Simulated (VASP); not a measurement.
# InSe in VASP: single point with PBE+D3(BJ)

Aim: the single point of InSe with PBE+D3(BJ).

Everything below comes from runs of VASP 6.6.1. Logs are shortened: lines on timing, memory, paths and dates and some standing lists are left out, and cuts for length are marked.

### 1 The cell of the first run

The cell holds a slab with vacuum, 8 atoms: a = 4.050 Å, b = 4.050 Å, c = 30.476 Å, α = 90.00°, β = 90.00°, γ = 120.00°.

### 2 Single point, PBE+D3(BJ)

INCAR

```
SYSTEM = InSe
PREC     = Accurate       ! precision mode
ENCUT    = 520            ! plane-wave cutoff, eV
EDIFF    = 1E-7           ! SCF threshold, eV
ISMEAR   = 0              ! smearing method
SIGMA    = 0.05           ! smearing width, eV
LREAL    = .FALSE.        ! projectors in reciprocal space
LASPH    = .TRUE.         ! aspherical terms in the spheres
NELM     = 60             ! most SCF steps
ALGO     = Normal         ! electronic algorithm
ISIF     = 2              ! what is computed and relaxed
LWAVE    = .FALSE.        ! write WAVECAR
LCHARG   = .TRUE.         ! write CHGCAR
LDIPOL   = .TRUE.       
IDIPOL   = 3            
DIPOL    = 0.5 0.5 0.500
GGA      = PE             ! functional
IVDW     = 12             ! dispersion correction
LELF     = .TRUE.         ! ELF
LVHAR    = .TRUE.       
LVACPOTAV= .TRUE.       
NBANDS   = 48             ! bands
```

KPOINTS

```
Automatic mesh
0
G
  9 9 1
  0 0 0
```

POSCAR

```
InSe
1.0
    4.0499987484      0.0000000029      0.0000000000
   -2.0249993767      3.5074018000      0.0000000000
    0.0000000000      0.0000000000     30.4762797002
Se In
4 4
Direct
    0.3333333333      0.6666666667      0.2745923297
    0.3333333333      0.6666666667      0.4504525542
    0.6666666667      0.3333333333      0.5495434898
    0.6666666667      0.3333333333      0.7254035786
    0.6666666667      0.3333333333      0.3167530545
    0.6666666667      0.3333333333      0.4084550893
    0.3333333333      0.6666666667      0.5915490326
    0.3333333333      0.6666666667      0.6832508714
```

Potentials or basis: VASP PAW PBE potentials, release 64 (Se, In_d).

On the command line:

```sh
$ cat potpaw_PBE.64/Se/POTCAR potpaw_PBE.64/In_d/POTCAR > POTCAR
$ mpirun -np 1 vasp_std > vasp.out
```

OUTCAR:

```text
SYSTEM = InSe
   PREC = Accurate
   ENCUT = 520
   EDIFF = 1E-7
   ISMEAR = 0
   LREAL = .FALSE.
   LASPH = .TRUE.
   NELM = 60
   ISIF = 2
   GGA = PE
   IVDW = 12
 IVDW          = 12

 ion  position               nearest neighbor table
   1  0.333  0.667  0.275-   5 2.67   5 2.67   5 2.67
   2  0.333  0.667  0.450-   6 2.67   6 2.67   6 2.67
   3  0.667  0.333  0.550-   7 2.67   7 2.67   7 2.67
   4  0.667  0.333  0.725-   8 2.67   8 2.67   8 2.67
   5  0.667  0.333  0.317-   1 2.67   1 2.67   1 2.67   6 2.79
   6  0.667  0.333  0.408-   2 2.67   2 2.67   2 2.67   5 2.79
   7  0.333  0.667  0.592-   3 2.67   3 2.67   3 2.67   8 2.79
   8  0.333  0.667  0.683-   4 2.67   4 2.67   4 2.67   7 2.79

  LATTYP: Found a hexagonal cell.
 ALAT       =     4.0499987484
 C/A-ratio  =     7.5250096589

  Lattice vectors:

 A1 = (   4.0499987484,   0.0000000029,   0.0000000000)
 A2 = (  -2.0249993767,   3.5074018000,   0.0000000000)
 A3 = (   0.0000000000,   0.0000000000,  30.4762797002)

Analysis of symmetry for initial positions (statically):
=====================================================================
 Subroutine PRICEL returns:
 Original cell was already a primitive cell.

 Routine SETGRP: Setting up the symmetry group for a
 hexagonal supercell.

 Subroutine GETGRP returns: Found 12 space group operations
 (whereof 12 operations were pure point group operations)
 out of a pool of 24 trial point group operations.

The static configuration has the point symmetry D_3d.

Analysis of symmetry for dynamics (positions and initial velocities):
=====================================================================
 Subroutine PRICEL returns:
 Original cell was already a primitive cell.

 Routine SETGRP: Setting up the symmetry group for a
 hexagonal supercell.

 Subroutine GETGRP returns: Found 12 space group operations
 (whereof 12 operations were pure point group operations)
 out of a pool of 24 trial point group operations.

The dynamic configuration has the point symmetry D_3d.

 Subroutine INISYM returns: Found 12 space group operations
 (whereof 12 operations are pure point group operations),
 and found     1 'primitive' translations

----------------------------------------------------------------------------------------

                                     Primitive cell

  volume of cell :     432.9147

  direct lattice vectors                    reciprocal lattice vectors
     4.049998748  0.000000003  0.000000000     0.246913656  0.142555666  0.000000000
    -2.024999377  3.507401800  0.000000000    -0.000000000  0.285111332  0.000000000
     0.000000000  0.000000000 30.476279700     0.000000000  0.000000000  0.032812404

  length of vectors
     4.049998748  4.049998748 30.476279700     0.285111332  0.285111332  0.032812404

  position of ions in fractional coordinates (direct lattice)
     0.333333333  0.666666667  0.274592330
     0.333333333  0.666666667  0.450452554
     0.666666667  0.333333333  0.549543490
     0.666666667  0.333333333  0.725403579
     0.666666667  0.333333333  0.316753054
     0.666666667  0.333333333  0.408455089
     0.333333333  0.666666667  0.591549033
     0.333333333  0.666666667  0.683250871

  ion indices of the primitive-cell ions
   primitive index   ion index
                 1           1
                 2           2
                 3           3
                 4           4
                 5           5
                 6           6
                 7           7
                 8           8

----------------------------------------------------------------------------------------

 KPOINTS: Automatic mesh

Automatic generation of k-mesh.
 Grid dimensions read from file:
 generate k-points for:    9    9    1

 Generating k-lattice:

  Cartesian coordinates                     Fractional coordinates (reciprocal lattice)
     0.027434851  0.015839518  0.000000000     0.111111111  0.000000000  0.000000000
    -0.000000000  0.031679037  0.000000000     0.000000000  0.111111111  0.000000000
     0.000000000  0.000000000  0.032812404     0.000000000  0.000000000  1.000000000

  Length of vectors
     0.031679037  0.031679037  0.032812404

  Shift w.r.t. Gamma in fractional coordinates (k-lattice)
     0.000000000  0.000000000  0.000000000

 Subroutine IBZKPT returns following result:
 ===========================================

 Found     12 irreducible k-points:

 Following reciprocal coordinates:
            Coordinates               Weight
  0.000000  0.000000  0.000000      1.000000
  0.111111  0.000000  0.000000      6.000000
  0.222222  0.000000  0.000000      6.000000
  0.333333  0.000000  0.000000      6.000000
  0.444444  0.000000  0.000000      6.000000
  0.111111  0.111111  0.000000      6.000000
  0.222222  0.111111  0.000000     12.000000
  0.333333  0.111111  0.000000     12.000000
  0.444444  0.111111  0.000000      6.000000
  0.222222  0.222222  0.000000      6.000000
  0.333333  0.222222  0.000000     12.000000
  0.333333  0.333333  0.000000      2.000000
   k-points           NKPTS =     12   k-points in BZ     NKDIM =     12   number of bands    NBANDS=     48
   number of dos      NEDOS =    301   number of ions     NIONS =      8
   total plane-waves  NPLWV = 216000
   dimension x,y,z NGX =    30 NGY =   30 NGZ =  240
   dimension x,y,z NGXF=    60 NGYF=   60 NGZF=  480
   ions per type =               4   4
   NGX,Y,Z   is equivalent  to a cutoff of  12.31, 12.31, 13.09 a.u.
   NGXF,Y,Z  is equivalent  to a cutoff of  24.63, 24.63, 26.18 a.u.
 SYSTEM =  InSe
   PREC   = accura    normal or accurate (medium, high low for compatibility)
   ISTART =      0    job   : 0-new  1-cont  2-samecut
   ICHARG =      2    charge: 1-file 2-atom 10-const
   ISPIN  =      1    spin polarized calculation?
   LNONCOLLINEAR =      F non collinear calculations
   LSORBIT =      F    spin-orbit coupling
   LASPH  =      T    aspherical Exc in radial PAW
   ENCUT  =  520.0 eV  38.22 Ry    6.18 a.u.   7.53  7.53 56.67*2*pi/ulx,y,z
   NELM   =     60;   NELMIN=  2; NELMDL= -5     # of ELM steps
   EDIFF  = 0.1E-06   stopping-criterion for ELM
   LREAL  =      F    real-space projection
   EDIFFG = 0.1E-05   stopping-criterion for IOM
   NSW    =      0    number of steps for IOM
   IBRION =     -1    ionic relax: 0-MD 1-quasi-New 2-CG
   NFREE  =      0    steps in history (QN), initial steepest desc. (CG)
   ISIF   =      2    stress and relaxation
   ISYM   =      2    0-nonsym 1-usesym 2-fastsym
   POTIM  = 0.5000    time-step for ionic-motion
   TEBEG  =    0.0;   TEEND  =   0.0 temperature during run
   PSTRESS=    0.0 pullay stress
   NELECT =      76.0000    total number of electrons
   NUPDOWN=      -1.0000    fix difference up-down
   EMIN   =  10.00;   EMAX   =-10.00  energy-range for DOS
   EFERMI =   0.00;   METHOD = LEGACY
   ISMEAR =     0;   SIGMA  =   0.05  broadening in eV -4-tet -1-fermi 0-gaus
   EFERMI_NEDOS =   21; number of points for ismear=-14 and -15
   IALGO  =     38    algorithm
   IMIX   =      4    mixing-type and parameters
     AMIX     =   0.40;   BMIX     =  1.00
     AMIX_MAG =   1.60;   BMIX_MAG =  1.00
  volume/ion in A,a.u.               =      54.11       365.18
  Fermi-wavevector in a.u.,A,eV,Ry     =   0.916668  1.732251 11.432698  0.840280
  Thomas-Fermi vector in A             =   2.041549
   LORBIT       =      0    0 simple, 1 ext, 2 COOP (PROOUT), +10 PAW based schemes
   GGA     = PE    functional components
   LHFCALC =     F    Hartree Fock is set to
   AEXX    =    0.0000 exact exchange contribution
   IVDW    =    12    specifies the selected vdW correction
   LEPSILON=     F    determine dielectric tensor
   LRPA    =     F    only Hartree local field effects (RPA)
 non-spin polarized calculation
 Gauss-broadening in eV      SIGMA  =   0.05
  energy-cutoff  :      520.00
  volume of cell :      432.91
 maximum number of plane-waves:     11725
 NGX is ok and might be reduce to    30
   NGX = 15   NGY = 15   NGZ =113

 dipolmoment           0.000000      0.000000     -0.000000 electrons x Angstroem

 number of electron      76.0000012 magnetization

 dipolmoment           0.000000      0.000000      0.000281 electrons x Angstroem

 Free energy of the ion-electron system (eV)
  ---------------------------------------------------
  ext. energy  EPLUGINS =         0.00000000
  ---------------------------------------------------
  free energy    TOTEN  =       -28.38217243 eV

  energy without entropy =      -28.38217243  energy(sigma->0) =      -28.38217243

 E-fermi :  -0.3563     XC(G=0):  -5.1837

 val. band max:       -0.5972942858   @ k =   0.1111   0.0000   0.0000
 cond. band min:       0.3961672183   @ k =   0.0000   0.0000   0.0000
 fundamental gap:      0.9934615040
 Fermi energy:        -0.3562831706

 k-point     1 :       0.0000    0.0000    0.0000
  band No.  band energies     occupation
      1     -14.9781      2.00000
      2     -14.9764      2.00000
      3     -14.7938      2.00000
      4     -14.7938      2.00000
      5     -14.7916      2.00000
      6     -14.7916      2.00000
[... 40 lines left out ...]
     47       4.6344      0.00000
     48       4.6836      0.00000

 k-point     2 :       0.1111    0.0000    0.0000
  band No.  band energies     occupation
      1     -14.9775      2.00000
      2     -14.9757      2.00000
      3     -14.8331      2.00000
      4     -14.8291      2.00000
      5     -14.7921      2.00000
      6     -14.7900      2.00000
[... 40 lines left out ...]
     47       4.5932      0.00000
     48       4.7322      0.00000

 k-point     3 :       0.2222    0.0000    0.0000
  band No.  band energies     occupation
      1     -14.9884      2.00000
      2     -14.9861      2.00000
      3     -14.9020      2.00000
      4     -14.8953      2.00000
      5     -14.8420      2.00000
      6     -14.8378      2.00000
[... 448 lines left out ...]
     47       4.6643      0.00000
     48       4.8679      0.00000

 k-point    12 :       0.3333    0.3333    0.0000
  band No.  band energies     occupation
      1     -15.0798      2.00000
      2     -15.0771      2.00000
      3     -14.9796      2.00000
      4     -14.9792      2.00000
      5     -14.9210      2.00000
      6     -14.9194      2.00000
[... 40 lines left out ...]
     47       5.3612      0.00000
     48       5.3630      0.00000

------------------------ aborting loop because EDIFF is reached ----------------------------------------

 Edisp (eV)   -2.04888

 E8    (eV) :    -0.9616

  FORCE on cell =-STRESS in cart. coord.  units (eV):
  Direction    XX          YY          ZZ          XY          YZ          ZX
  --------------------------------------------------------------------------------------
  -------------------------------------------------------------------------------------
  Total      -0.61186    -0.61186    -0.04029    -0.00000     0.00000     0.00000
  in kB      -2.26443    -2.26443    -0.14913    -0.00000     0.00000     0.00000
  external pressure =       -1.56 kB  Pullay stress =        0.00 kB

 VOLUME and BASIS-vectors are now :
 -----------------------------------------------------------------------------
  energy-cutoff  :      520.00
  volume of cell :      432.91
      direct lattice vectors                 reciprocal lattice vectors
     4.049998748  0.000000003  0.000000000     0.246913656  0.142555666  0.000000000
    -2.024999377  3.507401800  0.000000000    -0.000000000  0.285111332  0.000000000
     0.000000000  0.000000000 30.476279700     0.000000000  0.000000000  0.032812404

 POSITION                                       TOTAL-FORCE (eV/Angst)
 -----------------------------------------------------------------------------------
     -0.00000      2.33827      8.36855         0.000000     -0.000000      0.004110
     -0.00000      2.33827     13.72812        -0.000000      0.000000      0.000457
      2.02500      1.16913     16.74804        -0.000000     -0.000000     -0.000457
      2.02500      1.16913     22.10760        -0.000000      0.000000     -0.004110
      2.02500      1.16913      9.65345         0.000000      0.000000     -0.009931
      2.02500      1.16913     12.44819        -0.000000      0.000000      0.006738
     -0.00000      2.33827     18.02821         0.000000     -0.000000     -0.006738
     -0.00000      2.33827     20.82294         0.000000     -0.000000      0.009931
 -----------------------------------------------------------------------------------
    total drift:                               -0.000000     -0.000000      0.009020

  FREE ENERGIE OF THE ION-ELECTRON SYSTEM (eV)
  ---------------------------------------------------
  free  energy   TOTEN  =       -30.4310534463 eV

  energy  without entropy=      -30.4310534463  energy(sigma->0) =      -30.43105345

 vacuum level on the upper side and lower side of the slab         5.049         5.046
```

Run time: 14 min. Hardware: 1 thread of Intel Xeon Platinum 8259CL at 2.50GHz (Skylake/Cascade Lake), shared host; peak memory 0.61 GiB.

What came out:

```yaml
Free_energy: -30.4311 eV
Largest_force: 0.010 eV/Å
Band_gap_on_the_k_mesh: 0.99 eV, indirect (least direct gap 1.05 eV)
Dispersion_energy_per_atom: -0.256 eV
```

Forces in eV/Å, atoms in the order of the input:
```
Se   0.000  0.000  0.004
Se   0.000  0.000  0.000
Se   0.000  0.000  0.000
Se   0.000  0.000 -0.004
In   0.000  0.000 -0.010
In   0.000  0.000  0.007
In   0.000  0.000 -0.007
In   0.000  0.000  0.010
```

Caveat: spin-orbit coupling is left out, which moves the levels of the heavy elements.
